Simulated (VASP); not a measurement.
# TiO2 (P2_1/c) in VASP: further runs

TiO2 is run at these levels: LDA+U, PBE+D3(BJ), PBEsol, PBE; tasks: single point.

All numbers are computed with VASP 6.6.1; they aren't measurements. Logs are shortened: lines on timing, memory, paths and dates and some standing lists are left out, and cuts for length are marked.

## Step 1: The cell of the first run

It takes space group P2_1/c (No. 14, monoclinic). Conventional cell: a = 4.813 Å, b = 4.872 Å, c = 5.041 Å, α = 90.00°, β = 99.86°, γ = 90.00°. Ti (site symmetry 1) has 7 O at 1.88 to 2.20 Å within 2.5 Å. O (site symmetry 1) has 3 Ti at 1.88 to 2.03 Å and 2 O at 2.41 to 2.43 Å within 2.5 Å. Within 2.8 Å of O (site symmetry 1) lie 4 Ti at 2.00 to 2.20 Å and 8 O at 2.41 to 2.80 Å.

## Step 2: Single point, LDA+U

File INCAR:

```
SYSTEM = TiO2
  PREC = Accurate
  ENCUT = 600
  EDIFF = 1E-6
  ISMEAR = -1
  SIGMA = 0.05
  LREAL = .FALSE.
  LASPH = .TRUE.
  NELM = 200
  ALGO = Normal
  ISIF = 2
  LWAVE = .FALSE.
  LCHARG = .FALSE.
  LMAXMIX = 4
  LDAU = .TRUE.
  LDAUTYPE = 2
  LDAUL = 2 -1
  LDAUU = 8 0
  LDAUJ = 0 0
  LDAUPRINT = 1
  NBANDS = 60
  GGA_COMPAT = .FALSE.
  KPAR = 4
```

File KPOINTS:

```
regular mesh
0
G
  6 6 6
  0 0 0
```

File POSCAR:

```
TiO2
1.0
    4.8126997814      0.0000000000      0.0000000000
    0.0000000000      4.8718844600      0.0000000000
   -0.8628854487      0.0000000000      4.9665942755
Ti O
4 8
Direct
    0.2774352600      0.0528083600      0.2131482700
    0.7225647400      0.5528083600      0.2868517300
    0.7225647400      0.9471916400      0.7868517300
    0.2774352600      0.4471916400      0.7131482700
    0.0638382200      0.1769655200      0.8515567400
    0.9361617800      0.6769655200      0.6484432600
    0.9361617800      0.8230344800      0.1484432600
    0.0638382200      0.3230344800      0.3515567400
    0.4453609900      0.7576317400      0.4667718600
    0.5546390100      0.2576317400      0.0332281400
    0.5546390100      0.2423682600      0.5332281400
    0.4453609900      0.7423682600      0.9667718600
```

Potentials or basis: VASP PAW LDA potentials, release 64 (Ti_sv, O).

Started as:

```sh
cat potpaw_LDA.64/Ti_sv/POTCAR potpaw_LDA.64/O/POTCAR > POTCAR
mpirun -np 4 vasp_std > vasp.out
```

OUTCAR:

```text
SYSTEM = TiO2
   PREC = Accurate
   ENCUT = 600
   EDIFF = 1E-6
   ISMEAR = -1
   LREAL = .FALSE.
   LASPH = .TRUE.
   NELM = 200
   ISIF = 2

 ion  position               nearest neighbor table
   1  0.277  0.053  0.213-   8 1.88   7 1.97   9 2.00  10 2.00   5 2.03  11 2.12  12 2.20
   2  0.723  0.553  0.287-   7 1.88   8 1.97  10 2.00   9 2.00   6 2.03  12 2.12  11 2.20
   3  0.723  0.947  0.787-   6 1.88   5 1.97  11 2.00  12 2.00   7 2.03   9 2.12  10 2.20
   4  0.277  0.447  0.713-   5 1.88   6 1.97  12 2.00  11 2.00   8 2.03  10 2.12   9 2.20
   5  0.064  0.177  0.852-   4 1.88   3 1.97   1 2.03
   6  0.936  0.677  0.648-   3 1.88   4 1.97   2 2.03
   7  0.936  0.823  0.148-   2 1.88   1 1.97   3 2.03
   8  0.064  0.323  0.352-   1 1.88   2 1.97   4 2.03
   9  0.445  0.758  0.467-   1 2.00   2 2.00   3 2.12   4 2.20
  10  0.555  0.258  0.033-   2 2.00   1 2.00   4 2.12   3 2.20
  11  0.555  0.242  0.533-   3 2.00   4 2.00   1 2.12   2 2.20
  12  0.445  0.742  0.967-   4 2.00   3 2.00   2 2.12   1 2.20

  LATTYP: Found a simple monoclinic cell.
 ALAT       =     4.8126997814
 B/A-ratio  =     1.0122976045
 C/A-ratio  =     1.0474359860
 COS(beta)  =    -0.1711736391

  Lattice vectors:

 A1 = (   4.8126997814,   0.0000000000,   0.0000000000)
 A2 = (   0.0000000000,   4.8718844600,   0.0000000000)
 A3 = (  -0.8628854487,   0.0000000000,   4.9665942755)

Analysis of symmetry for initial positions (statically):
=====================================================================
 Subroutine PRICEL returns:
 Original cell was already a primitive cell.

 Routine SETGRP: Setting up the symmetry group for a
 simple monoclinic supercell.

 Subroutine GETGRP returns: Found  4 space group operations
 (whereof  2 operations were pure point group operations)
 out of a pool of  4 trial point group operations.

The static configuration has the point symmetry S_2 .
 The point group associated with its full space group is C_2h.

Analysis of symmetry for dynamics (positions and initial velocities):
=====================================================================
 Subroutine PRICEL returns:
 Original cell was already a primitive cell.

 Routine SETGRP: Setting up the symmetry group for a
 simple monoclinic supercell.

 Subroutine GETGRP returns: Found  4 space group operations
 (whereof  2 operations were pure point group operations)
 out of a pool of  4 trial point group operations.

The dynamic configuration has the point symmetry S_2 .
 The point group associated with its full space group is C_2h.

 Subroutine INISYM returns: Found  4 space group operations
 (whereof  2 operations are pure point group operations),
 and found     1 'primitive' translations

----------------------------------------------------------------------------------------

                                     Primitive cell

  volume of cell :     116.4513

  direct lattice vectors                    reciprocal lattice vectors
     4.812699781  0.000000000  0.000000000     0.207783582  0.000000000  0.036099874
     0.000000000  4.871884460  0.000000000     0.000000000  0.205259383  0.000000000
    -0.862885449  0.000000000  4.966594276     0.000000000  0.000000000  0.201345217

  length of vectors
     4.812699781  4.871884460  5.040994941     0.210896225  0.205259383  0.201345217

  position of ions in fractional coordinates (direct lattice)
     0.277435260  0.052808360  0.213148270
     0.722564740  0.552808360  0.286851730
     0.722564740  0.947191640  0.786851730
     0.277435260  0.447191640  0.713148270
     0.063838220  0.176965520  0.851556740
     0.936161780  0.676965520  0.648443260
[... 54 lines left out ...]
  0.000000  0.166667  0.000000      2.000000
  0.166667  0.166667 -0.000000      4.000000
[... 16 lines left out ...]
  0.000000  0.166667  0.166667      4.000000
  0.166667  0.166667  0.166667      4.000000
 [... further k-points ...]
   k-points           NKPTS =     80   k-points in BZ     NKDIM =     80   number of bands    NBANDS=     60
   number of dos      NEDOS =    301   number of ions     NIONS =     12
   total plane-waves  NPLWV =  64000
   dimension x,y,z NGX =    40 NGY =   40 NGZ =   40
   dimension x,y,z NGXF=    80 NGYF=   80 NGZF=   80
   ions per type =               4   8
   NGX,Y,Z   is equivalent  to a cutoff of  13.82, 13.65, 13.19 a.u.
   NGXF,Y,Z  is equivalent  to a cutoff of  27.63, 27.30, 26.38 a.u.
 SYSTEM =  TiO2
   PREC   = accura    normal or accurate (medium, high low for compatibility)
   ISTART =      0    job   : 0-new  1-cont  2-samecut
   ICHARG =      2    charge: 1-file 2-atom 10-const
   ISPIN  =      1    spin polarized calculation?
   LNONCOLLINEAR =      F non collinear calculations
   LSORBIT =      F    spin-orbit coupling
   LASPH  =      T    aspherical Exc in radial PAW
   ENCUT  =  600.0 eV  44.10 Ry    6.64 a.u.   9.61  9.73 10.07*2*pi/ulx,y,z
   NELM   =    200;   NELMIN=  2; NELMDL= -5     # of ELM steps
   EDIFF  = 0.1E-05   stopping-criterion for ELM
   LREAL  =      F    real-space projection
[... 7 lines left out ...]
   TEBEG  =    0.0;   TEEND  =   0.0 temperature during run
   PSTRESS=    0.0 pullay stress
   NELECT =      96.0000    total number of electrons
   NUPDOWN=      -1.0000    fix difference up-down
   EMIN   =  10.00;   EMAX   =-10.00  energy-range for DOS
   EFERMI =   0.00;   METHOD = LEGACY
   ISMEAR =    -1;   SIGMA  =   0.05  broadening in eV -4-tet -1-fermi 0-gaus
   EFERMI_NEDOS =   21; number of points for ismear=-14 and -15
   IALGO  =     38    algorithm
   IMIX   =      4    mixing-type and parameters
     AMIX     =   0.40;   BMIX     =  1.00
     AMIX_MAG =   1.60;   BMIX_MAG =  1.00
  volume/ion in A,a.u.               =       9.70        65.49
  Fermi-wavevector in a.u.,A,eV,Ry     =   1.535031  2.900788 32.059674  2.356320
  Thomas-Fermi vector in A             =   2.641876
   LORBIT       =      0    0 simple, 1 ext, 2 COOP (PROOUT), +10 PAW based schemes
 LDA+U is selected, type is set to LDAUTYPE =  2
   angular momentum for each species LDAUL =     2   -1
   U (eV)           for each species LDAUU =   8.0  0.0
   J (eV)           for each species LDAUJ =   0.0  0.0
   GGA     = CA    functional components
   LHFCALC =     F    Hartree Fock is set to
   AEXX    =    0.0000 exact exchange contribution
   IVDW    =     0    specifies the selected vdW correction
   LEPSILON=     F    determine dielectric tensor
   LRPA    =     F    only Hartree local field effects (RPA)
 non-spin polarized calculation
  energy-cutoff  :      600.00
  volume of cell :      116.45
 maximum number of plane-waves:      3926
 NGX is ok and might be reduce to    40
   NGX = 19   NGY = 19   NGZ = 21

atom =   1  type =  1  l = 2

 onsite density matrix

spin component  1
[... 116 lines left out ...]
  o =  0.0719  v =  0.3230  0.1187 -0.4644  0.4420  0.6860  0.0000  0.0000  0.0000  0.0000  0.0000      0.0000  0.0000  0.0000  0.0000  0.0000  0.0000  0.0000  0.0000  0.0000  0.0000
  o =  0.0719  v =  0.0000  0.0000  0.0000  0.0000  0.0000  0.3230  0.1187 -0.4644  0.4420  0.6860      0.0000  0.0000  0.0000  0.0000  0.0000  0.0000  0.0000  0.0000  0.0000  0.0000
  o =  0.0968  v =  0.0798 -0.0121  0.6288 -0.4111  0.6551  0.0000  0.0000  0.0000  0.0000  0.0000      0.0000  0.0000  0.0000  0.0000  0.0000  0.0000  0.0000  0.0000  0.0000  0.0000
  o =  0.0968  v =  0.0000  0.0000  0.0000  0.0000  0.0000  0.0798 -0.0121  0.6288 -0.4111  0.6551      0.0000  0.0000  0.0000  0.0000  0.0000  0.0000  0.0000  0.0000  0.0000  0.0000
  o =  0.1466  v =  0.0000  0.0000  0.0000  0.0000  0.0000  0.0694  0.8002 -0.2935 -0.5171 -0.0365      0.0000  0.0000  0.0000  0.0000  0.0000  0.0000  0.0000  0.0000  0.0000  0.0000
  o =  0.1466  v =  0.0694  0.8002 -0.2935 -0.5171 -0.0365  0.0000  0.0000  0.0000  0.0000  0.0000      0.0000  0.0000  0.0000  0.0000  0.0000  0.0000  0.0000  0.0000  0.0000  0.0000
  o =  0.2107  v =  0.0000  0.0000  0.0000  0.0000  0.0000  0.3244  0.5098  0.5465  0.5375 -0.2173      0.0000  0.0000  0.0000  0.0000  0.0000  0.0000  0.0000  0.0000  0.0000  0.0000
  o =  0.2107  v =  0.3244  0.5098  0.5465  0.5375 -0.2173  0.0000  0.0000  0.0000  0.0000  0.0000      0.0000  0.0000  0.0000  0.0000  0.0000  0.0000  0.0000  0.0000  0.0000  0.0000
  o =  0.2263  v = -0.8828  0.2925  0.0647  0.2815  0.2274  0.0000  0.0000  0.0000  0.0000  0.0000      0.0000  0.0000  0.0000  0.0000  0.0000  0.0000  0.0000  0.0000  0.0000  0.0000
  o =  0.2263  v =  0.0000  0.0000  0.0000  0.0000  0.0000 -0.8828  0.2925  0.0647  0.2815  0.2274      0.0000  0.0000  0.0000  0.0000  0.0000  0.0000  0.0000  0.0000  0.0000  0.0000

 number of electron      95.9999998 magnetization

 Free energy of the ion-electron system (eV)
  ---------------------------------------------------
  ext. energy  EPLUGINS =         0.00000000
  ---------------------------------------------------
  free energy    TOTEN  =       -96.03626245 eV

  energy without entropy =      -96.03626245  energy(sigma->0) =      -96.03626245

 E-fermi :   7.1394     XC(G=0): -12.4439

 val. band max:        6.0084354076   @ k =   0.0000   0.0000   0.0000
 cond. band min:       9.1776560458   @ k =   0.5000   0.0000  -0.0000
 fundamental gap:      3.1692206382
 Fermi energy:         7.1393605178

 k-point     1 :       0.0000    0.0000    0.0000
  band No.  band energies     occupation
      1     -52.0554      2.00000
      2     -52.0204      2.00000
      3     -52.0194      2.00000
      4     -52.0178      2.00000
      5     -28.7549      2.00000
      6     -28.7531      2.00000
[... 1501 lines left out ...]
     59      10.9213      0.00000
     60      11.0925      0.00000

 [... further k-points ...]
[... 5 lines left out ...]
  --------------------------------------------------------------------------------------
  -------------------------------------------------------------------------------------
  Total        6.9505598      7.1320848      4.9370770      0.0000000      0.0000000     -0.1938856
  in kB       95.6281897     98.1256719     67.9260013      0.0000000      0.0000000     -2.6675451
  external PRESSURE =      87.2266210 kB  Pullay stress =       0.0000000 kB

 VOLUME and BASIS-vectors are now :
 -----------------------------------------------------------------------------
  energy-cutoff  :      600.00
  volume of cell :      116.45
      direct lattice vectors                 reciprocal lattice vectors
     4.812699781  0.000000000  0.000000000     0.207783582  0.000000000  0.036099874
     0.000000000  4.871884460  0.000000000     0.000000000  0.205259383  0.000000000
    -0.862885449  0.000000000  4.966594276     0.000000000  0.000000000  0.201345217

 POSITION                                       TOTAL-FORCE (eV/Angst)
 -----------------------------------------------------------------------------------
      1.15129      0.25728      1.05862         0.142804     -0.783905     -0.605507
      3.22997      2.69322      1.42468        -0.142804     -0.783905      0.605507
      2.79852      4.61461      3.90797        -0.142804      0.783905      0.605507
      0.71985      2.17867      3.54192         0.142804      0.783905     -0.605507
     -0.42756      0.86216      4.22934        -0.211914     -0.322240      0.244611
      3.94593      3.29810      3.22055         0.211914     -0.322240     -0.244611
      4.37738      4.00973      0.73726         0.211914      0.322240     -0.244611
      0.00388      1.57379      1.74604        -0.211914      0.322240      0.244611
      1.74062      3.69109      2.31827        -0.271408     -0.131173      0.377052
      2.64064      1.25515      0.16503         0.271408     -0.131173     -0.377052
      2.20920      1.18079      2.64833         0.271408      0.131173     -0.377052
      1.30918      3.61673      4.80156        -0.271408      0.131173      0.377052
 -----------------------------------------------------------------------------------
    total drift:                               -0.000000     -0.000000      0.000000

  FREE ENERGIE OF THE ION-ELECTRON SYSTEM (eV)
  ---------------------------------------------------
  free  energy   TOTEN  =       -96.0362624488 eV

  energy  without entropy=      -96.0362624488  energy(sigma->0) =      -96.03626245
```

Wall time 4 min (4 MPI ranks of AMD EPYC 7R43 (Zen 3), shared host); peak memory 0.5 GiB.

What came out:

```
Free energy            : -96.0363 eV
Pressure               : 8.7 GPa
Largest force          : 1.001 eV/Å
Band gap on the k mesh : 3.17 eV (least direct gap 3.25 eV)
```

Forces on the atoms (eV/Å):
```
Ti   0.143 -0.784 -0.606
Ti  -0.143 -0.784  0.606
Ti  -0.143  0.784  0.606
Ti   0.143  0.784 -0.606
O   -0.212 -0.322  0.245
O    0.212 -0.322 -0.245
O    0.212  0.322 -0.245
O   -0.212  0.322  0.245
O   -0.271 -0.131  0.377
O    0.271 -0.131 -0.377
O    0.271  0.131 -0.377
O   -0.271  0.131  0.377
```

Eigenvalues of the final occupation matrices:
| site | spin | trace | eigenvalues |
| --- | --- | --- | --- |
| site 1 d | 1 | 0.75 | 0.07 0.10 0.15 0.21 0.23 |
| site 1 d | 2 | 0.75 | 0.07 0.10 0.15 0.21 0.23 |
| site 2 d | 1 | 0.75 | 0.07 0.10 0.15 0.21 0.23 |
| site 2 d | 2 | 0.75 | 0.07 0.10 0.15 0.21 0.23 |
| site 3 d | 1 | 0.75 | 0.07 0.10 0.15 0.21 0.23 |
| site 3 d | 2 | 0.75 | 0.07 0.10 0.15 0.21 0.23 |
| site 4 d | 1 | 0.75 | 0.07 0.10 0.15 0.21 0.23 |
| site 4 d | 2 | 0.75 | 0.07 0.10 0.15 0.21 0.23 |

Caveat: the cell stands under pressure; forces of over 1 eV/Å act on the atoms, so gaps and moduli don't describe the material at rest. A k mesh can miss the band edges.

(Continued in part 2 of 3.)
